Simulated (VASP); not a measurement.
# Ru (P6_3/mmc) in VASP: vibrations by perturbation theory with PBEsol

Aim: the vibrations by perturbation theory of Ru with PBEsol.

Program: VASP 6.6.1. These are calculated values, not measurements. Logs are shortened: lines on timing, memory, paths and dates and some standing lists are left out, and cuts for length are marked.

## (1) The cell of the first run

It takes space group P6_3/mmc (No. 194, hexagonal). The conventional cell has a = 2.706 Å, b = 2.706 Å, c = 4.282 Å, α = 90.00°, β = 90.00°, γ = 120.00°. Within 3.5 Å of Ru (site symmetry -6m2) lie 12 Ru at 2.65 to 2.71 Å.

## (2) Vibrations by perturbation theory, PBEsol

File INCAR:

```
PREC = Accurate
ENCUT = 520
EDIFF = 1E-8
ISMEAR = -1
SIGMA = 0.1
LREAL = F
LASPH = T
NELM = 60
ALGO = Normal
ISIF = 2
LWAVE = F
LCHARG = F
GGA = PS
IBRION = 8
NSW = 1
```

File KPOINTS:

```
regular mesh
0
Gamma
  14 14 8
```

File POSCAR:

```
Ru
1.0
    2.7058000000      0.0000000000      0.0000000000
   -1.3529000000      2.3432915400      0.0000000000
    0.0000000000      0.0000000000      4.2819000000
Ru
2
Direct
    0.3333333333      0.6666666667      0.2500000000
    0.6666666667      0.3333333333      0.7500000000
```

Potentials or basis: VASP PAW PBE potentials, release 64 (Ru_pv).

Command:

```bash
> cat potpaw_PBE.64/Ru_pv/POTCAR > POTCAR
> mpirun -np 1 vasp_std > vasp.out
```

OUTCAR:

```text
PREC = Accurate
   ENCUT = 520
   EDIFF = 1E-8
   ISMEAR = -1
   LREAL = F
   LASPH = T
   NELM = 60
   ISIF = 2
   GGA = PS
   IBRION = 8
   NSW = 1

 ion  position               nearest neighbor table
   1  0.333  0.667  0.250-   2 2.65   2 2.65   2 2.65   2 2.65   2 2.65   2 2.65
   2  0.667  0.333  0.750-   1 2.65   1 2.65   1 2.65   1 2.65   1 2.65   1 2.65

  LATTYP: Found a hexagonal cell.
 ALAT       =     2.7058000000
 C/A-ratio  =     1.5824894671

  Lattice vectors:

 A1 = (   2.7058000000,   0.0000000000,   0.0000000000)
 A2 = (  -1.3529000000,   2.3432915400,   0.0000000000)
 A3 = (   0.0000000000,   0.0000000000,   4.2819000000)

Analysis of symmetry for initial positions (statically):
=====================================================================
 Subroutine PRICEL returns:
 Original cell was already a primitive cell.

 Routine SETGRP: Setting up the symmetry group for a
 hexagonal supercell.

 Subroutine GETGRP returns: Found 24 space group operations
 (whereof 12 operations were pure point group operations)
 out of a pool of 24 trial point group operations.

The static configuration has the point symmetry D_3d.
 The point group associated with its full space group is D_6h.

Analysis of symmetry for dynamics (positions and initial velocities):
=====================================================================
 Subroutine PRICEL returns:
 Original cell was already a primitive cell.

 Routine SETGRP: Setting up the symmetry group for a
 hexagonal supercell.

 Subroutine GETGRP returns: Found 24 space group operations
 (whereof 12 operations were pure point group operations)
 out of a pool of 24 trial point group operations.

The dynamic configuration has the point symmetry D_3d.
 The point group associated with its full space group is D_6h.

 Subroutine INISYM returns: Found 24 space group operations
 (whereof 12 operations are pure point group operations),
 and found     1 'primitive' translations

----------------------------------------------------------------------------------------

                                     Primitive cell

  volume of cell :      27.1493

  direct lattice vectors                    reciprocal lattice vectors
     2.705800000  0.000000000  0.000000000     0.369576465  0.213375072  0.000000000
    -1.352900000  2.343291540  0.000000000     0.000000000  0.426750143  0.000000000
     0.000000000  0.000000000  4.281900000     0.000000000  0.000000000  0.233541185

  length of vectors
     2.705800000  2.705800002  4.281900000     0.426750143  0.426750143  0.233541185

  position of ions in fractional coordinates (direct lattice)
     0.333333333  0.666666667  0.250000000
     0.666666667  0.333333333  0.750000000

  ion indices of the primitive-cell ions
   primitive index   ion index
                 1           1
                 2           2

----------------------------------------------------------------------------------------

 KPOINTS: regular mesh

Automatic generation of k-mesh.
 Grid dimensions read from file:
 generate k-points for:   14   14    8

 Generating k-lattice:
[... 87 lines left out ...]
   GGA     = PS    functional components
   LHFCALC =     F    Hartree Fock is set to
   AEXX    =    0.0000 exact exchange contribution
   IVDW    =     0    specifies the selected vdW correction
   LEPSILON=     F    determine dielectric tensor
   LRPA    =     F    only Hartree local field effects (RPA)
 non-spin polarized calculation
  energy-cutoff  :      520.00
  volume of cell :       27.15
 maximum number of plane-waves:       752
 NGX is ok and might be reduce to    20
   NGX =  9   NGY =  9   NGZ = 15

--------------------------------------- Ionic step        1  -------------------------------------------

 number of electron      28.0000008 magnetization

 Free energy of the ion-electron system (eV)
  ---------------------------------------------------
  ext. energy  EPLUGINS =         0.00000000
  ---------------------------------------------------
  free energy    TOTEN  =       -20.35709763 eV

  energy without entropy =      -20.29978263  energy(sigma->0) =      -20.32844013

 E-fermi :  12.7064     XC(G=0): -14.2820

 val. band max:       12.6985851825   @ k =   0.2857   0.1429   0.0000
 cond. band min:      12.7186084933   @ k =   0.2143   0.0714   0.0000
 fundamental gap:      0.0200233108
 Fermi energy:        12.7064036433

 k-point     1 :       0.0000    0.0000    0.0000
  band No.  band energies     occupation
      1     -30.9025      2.00000
      2     -29.9608      2.00000
      3     -29.9608      2.00000
      4     -29.7897      2.00000
      5     -29.7897      2.00000
      6     -29.7517      2.00000
[... 481 lines left out ...]
      5     -30.1861      2.00000
      6     -30.1733      2.00000
[... 10 lines left out ...]
     17      19.0961      0.00000
     18      19.6909      0.00000

 [... further k-points ...]

------------------------ aborting loop because EDIFF is reached ----------------------------------------

  FORCE on cell =-STRESS in cart. coord.  units (eV):
  Direction    XX          YY          ZZ          XY          YZ          ZX
  --------------------------------------------------------------------------------------
  -------------------------------------------------------------------------------------
  Total       -0.9501002     -0.9501002     -1.2238750      0.0000000      0.0000000      0.0000000
  in kB      -56.0688275    -56.0688276    -72.2252569      0.0000000      0.0000000      0.0000000
  external PRESSURE =     -61.4543040 kB  Pullay stress =       0.0000000 kB

 VOLUME and BASIS-vectors are now :
 -----------------------------------------------------------------------------
  energy-cutoff  :      520.00
  volume of cell :       27.15
      direct lattice vectors                 reciprocal lattice vectors
     2.705800000  0.000000000  0.000000000     0.369576465  0.213375072  0.000000000
    -1.352900000  2.343291540  0.000000000     0.000000000  0.426750143  0.000000000
     0.000000000  0.000000000  4.281900000     0.000000000  0.000000000  0.233541185

 POSITION                                       TOTAL-FORCE (eV/Angst)
 -----------------------------------------------------------------------------------
     -0.00000      1.56219      1.07048        -0.000000     -0.000000      0.000000
      1.35290      0.78110      3.21143         0.000000      0.000000      0.000000
 -----------------------------------------------------------------------------------
    total drift:                               -0.000000      0.000000     -0.000000

  FREE ENERGIE OF THE ION-ELECTRON SYSTEM (eV)
  ---------------------------------------------------
  free  energy   TOTEN  =       -20.3570976330 eV

  energy  without entropy=      -20.2997826337  energy(sigma->0) =      -20.32844013

[... ionic steps 2 to 3 ...]

--------------------------------------- Ionic step        4  -------------------------------------------

------------------------ aborting loop because EDIFF is reached ----------------------------------------

[... ionic steps 5 to 5 ...]

--------------------------------------- Ionic step        6  -------------------------------------------

 Free energy of the ion-electron system (eV)
  ---------------------------------------------------
  ---------------------------------------------------
  free energy    TOTEN  =        -0.74245202 eV

  energy without entropy =       -0.74245202

------------------------ aborting loop because EDIFF is reached ----------------------------------------

 INTERNAL STRAIN TENSOR  FOR ION    1  DIRECTION 3   (eV/Angst):
 -----------------------------------------------------------------------------
    -0.07294  0.00000  0.00000
     0.00000 -0.07294 -0.00000
     0.00000  0.00000  0.15154

 INTERNAL STRAIN TENSOR FOR ION    2 for displacements in x,y,z  (eV/Angst):
          X           Y           Z          XY          YZ          ZX
  --------------------------------------------------------------------------------
  x     0.00000     0.00000     0.00000     2.91093     0.00000     0.00000
  y     2.91093    -2.91093     0.00000     0.00000     0.00000     0.00000
  z     0.00000    -0.00000     0.00000     0.00000     0.00000     0.00000

 SECOND DERIVATIVES (NOT SYMMETRIZED)
 ------------------------------------
               1X          1Y          1Z          2X          2Y          2Z
  1X    -6.727142    0.000000    0.000000    6.727142    0.000000    0.000000
  1Y     0.000000   -6.727142    0.000000   -0.000000    6.727142    0.000000
  1Z     0.000000    0.000000  -11.648629   -0.000000    0.000000   11.648629
  2X     6.727142    0.000000    0.000000   -6.727142    0.000000    0.000000
  2Y    -0.000000    6.727142    0.000000    0.000000   -6.727142    0.000000
  2Z    -0.000000    0.000000   11.648629    0.000000    0.000000  -11.648629

 Eigenvectors and eigenvalues of the dynamical matrix
 ----------------------------------------------------

   1 f  =    7.505714 THz    47.159791 2PiTHz  250.363667 cm-1    31.041125 meV
             X         Y         Z           dx          dy          dz
     -0.000000  1.562194  1.070475     0.000000    0.000000    0.707107
      1.352900  0.781097  3.211425    -0.000000   -0.000000   -0.707107
[... 11 lines left out ...]
   4 f  =    0.000000 THz     0.000001 2PiTHz    0.000003 cm-1     0.000000 meV
             X         Y         Z           dx          dy          dz
     -0.000000  1.562194  1.070475    -0.020753   -0.223767    0.670446
      1.352900  0.781097  3.211425    -0.020753   -0.223767    0.670446

   5 f/i=    0.000000 THz     0.000000 2PiTHz    0.000002 cm-1     0.000000 meV
             X         Y         Z           dx          dy          dz
     -0.000000  1.562194  1.070475    -0.186207   -0.645309   -0.221141
      1.352900  0.781097  3.211425    -0.186207   -0.645309   -0.221141

   6 f/i=    0.000000 THz     0.000001 2PiTHz    0.000003 cm-1     0.000000 meV
             X         Y         Z           dx          dy          dz
     -0.000000  1.562194  1.070475    -0.681833    0.183043    0.039986
      1.352900  0.781097  3.211425    -0.681833    0.183043    0.039986

--------------------------------------------------------------------------------------------------------

 ELASTIC MODULI CONTR FROM IONIC RELAXATION (kBar)
 Direction    XX          YY          ZZ          XY          YZ          ZX
 --------------------------------------------------------------------------------
 XX         -74.3336     74.3336      0.0000     -0.0000     -0.0000     -0.0000
 YY          74.3336    -74.3336      0.0000     -0.0000      0.0000      0.0000
 ZZ           0.0000      0.0000      0.0000      0.0000      0.0000      0.0000
 XY          -0.0000     -0.0000      0.0000    -74.3336     -0.0000     -0.0000
 YZ          -0.0000      0.0000      0.0000     -0.0000     -0.0000     -0.0000
 ZX          -0.0000      0.0000      0.0000     -0.0000     -0.0000     -0.0000
 --------------------------------------------------------------------------------
```

It took 11 min on 1 thread of AMD EPYC 7R13 (Zen 3), shared host; peak memory 0.49 GiB.

What came out:

```
Highest phonon frequency at Γ : 250 cm⁻¹
```

Phonon frequencies in cm⁻¹ (negative: imaginary):
```csv
q point,frequencies
"(0.000, 0.000, 0.000)",0 0 0 190 190 250
```

Caveat: the cell wasn't relaxed at this level first, which shifts response properties; the PAW data sets were made with another functional, which shifts forces and pressure a little.
